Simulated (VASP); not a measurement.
# MgBe2Te3 (P4mm) in VASP: notebook, part 2 of 2

VASP 6.6.1. The steps go on from the part before.

**3. Relaxation of cell and atoms, PBE**

INCAR

```
SYSTEM = MgBe2Te3
PREC = Accurate
ENCUT = 600
EDIFF = 1E-6
ISMEAR = 0
SIGMA = 0.1
LREAL = .False.
LASPH = .True.
NELM = 60
ALGO = Normal
ISIF = 3
LWAVE = .False.
LCHARG = .False.
GGA = PE
IBRION = 2
NSW = 100
EDIFFG = -0.01
```

KPOINTS

```
regular mesh
0
Gamma
  8 8 6
  0 0 0
```

POSCAR

```
MgBe2Te3
1.0
    4.7320733094      0.0000000000      0.0000000000
    0.0000000000      4.7320733094      0.0000000000
    0.0000000000      0.0000000000      7.2463734802
Mg Be Te
1 2 3
Direct
    0.5000000000      0.5000000000      0.4899068676
    0.5000000000      0.5000000000      0.1119562649
    0.0000000000      0.0000000000      0.8555676390
    0.5000000000      0.0000000000      0.0092928409
    0.0000000000      0.5000000000      0.0092928409
    0.0000000000      0.0000000000      0.5239835768
```

Potentials or basis: VASP PAW PBE potentials, release 64 (Mg, Be, Te).

On the command line:

```sh
> cat potpaw_PBE.64/Mg/POTCAR potpaw_PBE.64/Be/POTCAR potpaw_PBE.64/Te/POTCAR > POTCAR
> mpirun -np 1 vasp_std > vasp.out
```

OUTCAR:

```text
SYSTEM = MgBe2Te3
   PREC = Accurate
   ENCUT = 600
   EDIFF = 1E-6
   ISMEAR = 0
   LREAL = .False.
   LASPH = .True.
   NELM = 60
   ISIF = 3
   GGA = PE
   IBRION = 2
   NSW = 100
   EDIFFG = -0.01

 ion  position               nearest neighbor table
   1  0.500  0.500  0.490-   2 2.74   6 3.36   6 3.36   6 3.36   6 3.36
   2  0.500  0.500  0.112-   4 2.48   5 2.48   4 2.48   5 2.48   1 2.74
   3  0.000  0.000  0.856-   6 2.40   5 2.62   4 2.62   5 2.62   4 2.62
   4  0.500  0.000  0.009-   2 2.48   2 2.48   3 2.62   3 2.62   5 3.35   5 3.35   5 3.35   5 3.35

   5  0.000  0.500  0.009-   2 2.48   2 2.48   3 2.62   3 2.62   4 3.35   4 3.35   4 3.35   4 3.35

   6  0.000  0.000  0.524-   3 2.40   1 3.36   1 3.36   1 3.36   1 3.36

  LATTYP: Found a simple tetragonal cell.
 ALAT       =     4.7320733094
 C/A-ratio  =     1.5313316186

  Lattice vectors:

[... 399 lines left out ...]

 E-fermi :   4.4177     XC(G=0):  -8.6408

 val. band max:        4.4153329858   @ k =   0.5000   0.1250   0.5000
 cond. band min:       4.4279239436   @ k =   0.1250   0.1250   0.5000
 fundamental gap:      0.0125909577
 Fermi energy:         4.4176848932

 k-point     1 :       0.0000    0.0000    0.0000
  band No.  band energies     occupation
      1      -8.6413      2.00000
      2      -6.1507      2.00000
      3      -5.1986      2.00000
      4      -0.7684      2.00000
      5      -0.7684      2.00000
      6      -0.7343      2.00000
[... 433 lines left out ...]
      3      -5.9743      2.00000
      4      -0.6113      2.00000
      5      -0.2453      2.00000
      6       0.4682      2.00000
[... 8 lines left out ...]
     15       7.4969      0.00000
     16       8.2624      0.00000

 [... further k-points ...]

------------------------ aborting loop because EDIFF is reached ----------------------------------------

  FORCE on cell =-STRESS in cart. coord.  units (eV):
  Direction    XX          YY          ZZ          XY          YZ          ZX
  --------------------------------------------------------------------------------------
  -------------------------------------------------------------------------------------
  Total       -0.0289796     -0.0289796      0.0219399      0.0000000      0.0000000      0.0000000
  in kB       -0.2919861     -0.2919861      0.2210571      0.0000000      0.0000000      0.0000000
  external PRESSURE =      -0.1209717 kB  Pullay stress =       0.0000000 kB
[... 21 lines left out ...]
  FREE ENERGIE OF THE ION-ELECTRON SYSTEM (eV)
  ---------------------------------------------------
  free  energy   TOTEN  =       -17.8499650004 eV

  energy  without entropy=      -17.8409926514  energy(sigma->0) =      -17.84547883

 reached required accuracy - stopping structural energy minimisation
```

CONTCAR:

```text
MgBe2Te3
   1.00000000000000
     4.7267075198711623    0.0000000000000000    0.0000000000000000
     0.0000000000000000    4.7267075198711623    0.0000000000000000
     0.0000000000000000   -0.0000000000000000    7.1174216209211689
  Mg              Be              Te
     1     2     3
Direct
     0.5000000000000000    0.5000000000000000    0.4999302203487548
     0.5000000000000000    0.5000000000000000    0.1105322949035985
     0.0000000000000000    0.0000000000000000    0.8567719053503199
     0.5000000000000000    1.0000000000000000    0.0060988087724514
     0.0000000000000000    0.5000000000000000    0.0060988087724514
     0.0000000000000000    0.0000000000000000    0.5205679919524285

  0.00000000E+00  0.00000000E+00  0.00000000E+00
  0.00000000E+00  0.00000000E+00  0.00000000E+00
  0.00000000E+00  0.00000000E+00  0.00000000E+00
  0.00000000E+00  0.00000000E+00  0.00000000E+00
  0.00000000E+00  0.00000000E+00  0.00000000E+00
  0.00000000E+00  0.00000000E+00  0.00000000E+00
```

It took 14 min on 1 thread of AMD EPYC 9R45 (Zen 5), shared host; peak memory 0.44 GiB.

What came out:

* Free energy: -17.8500 eV
* Relaxed volume: 26.50 Å³/atom
* Relaxed cell: a = 4.727 Å, b = 4.727 Å, c = 7.117 Å, α = 90.00°, β = 90.00°, γ = 90.00°
* Space group after relaxing (to 0.05 Å): P4mm (No. 99)
* Energy gained by relaxing: 1.5 meV/atom
* Ionic steps: 19
* Pressure after relaxing: 0.0 GPa
* Largest force after relaxing: 0.009 eV/Å
* Band gap on the k mesh: zero (band 12 reaches 6.04 eV, above the bottom of band 13 at 3.78 eV)

Forces on the atoms (eV/Å):
```
Mg   0.000  0.000 -0.003
Be   0.000  0.000  0.008
Be   0.000  0.000  0.008
Te   0.000  0.000 -0.002
Te   0.000  0.000 -0.002
Te   0.000  0.000 -0.009
```

Step by step:
| step | energy change (eV) | largest force (eV/Å) | pressure (GPa) | volume (Å³) |
| --- | --- | --- | --- | --- |
| 1 | 0.0000 | 0.0914 | -0.44 | 162.26 |
| 2 | -0.0042 | 0.0880 | -0.04 | 160.52 |
| 3 | -0.0046 | 0.0882 | 0.10 | 159.90 |
| 4 | -0.0061 | 0.0610 | 0.05 | 159.88 |
| 5 | -0.0068 | 0.0684 | -0.04 | 159.85 |
| 6 | -0.0068 | 0.0676 | -0.03 | 159.86 |
| 7 | -0.0072 | 0.0587 | -0.01 | 159.71 |
| 8 | -0.0076 | 0.0784 | 0.04 | 159.43 |
| 9 | -0.0079 | 0.0702 | 0.03 | 159.42 |
| 10 | -0.0086 | 0.0453 | 0.00 | 159.39 |
| 11 | -0.0088 | 0.0322 | -0.05 | 159.33 |
| 12 | -0.0089 | 0.0193 | -0.03 | 159.35 |
| 13 | -0.0089 | 0.0164 | -0.01 | 159.23 |
| 14 | -0.0090 | 0.0228 | 0.04 | 159.07 |
| 15 | -0.0090 | 0.0217 | 0.02 | 159.07 |
| 16 | -0.0090 | 0.0193 | -0.01 | 159.09 |
| 17 | -0.0091 | 0.0148 | -0.01 | 159.06 |
| 18 | -0.0091 | 0.0116 | -0.01 | 159.00 |
| 19 | -0.0091 | 0.0088 | -0.01 | 159.02 |

Final structure:
```cif
data_structure
_symmetry_space_group_name_H-M 'P 1'
_symmetry_Int_Tables_number 1
_cell_length_a 4.7267
_cell_length_b 4.7267
_cell_length_c 7.1174
_cell_angle_alpha 90.000
_cell_angle_beta 90.000
_cell_angle_gamma 90.000
_cell_volume 159.02
loop_
_atom_site_label
_atom_site_type_symbol
_atom_site_fract_x
_atom_site_fract_y
_atom_site_fract_z
_atom_site_occupancy
Mg1 Mg 0.50000 0.50000 0.49993 1
Be1 Be 0.50000 0.50000 0.11053 1
Be2 Be 0.00000 0.00000 0.85677 1
Te1 Te 0.50000 0.00000 0.00610 1
Te2 Te 0.00000 0.50000 0.00610 1
Te3 Te 0.00000 0.00000 0.52057 1
```

Levels at points of the mesh, in eV from the Fermi level:
```csv
k point,band 9,band 10,band 11,band 12,band 13,band 14,band 15,band 16
"(0.00, 0.00, 0.00)",-1.47,-1.12,-0.65,-0.65,-0.64,-0.35,2.22,3.35
"(0.50, 0.00, 0.00)",-2.98,-2.93,-0.98,-0.92,1.18,2.47,2.70,3.70
"(0.50, 0.50, 0.00)",-2.50,-2.50,-1.36,0.16,1.62,1.90,4.50,4.86
"(0.00, 0.00, 0.50)",-1.69,-0.73,-0.64,-0.55,-0.55,-0.13,1.98,3.54
"(0.50, 0.00, 0.50)",-2.46,-2.05,-1.69,-1.12,0.28,2.49,2.90,3.09
"(0.50, 0.50, 0.50)",-1.88,-1.37,-1.37,1.62,1.66,1.90,2.42,3.56
```

Caveat: spin-orbit coupling is left out, which moves the levels of the heavy elements.
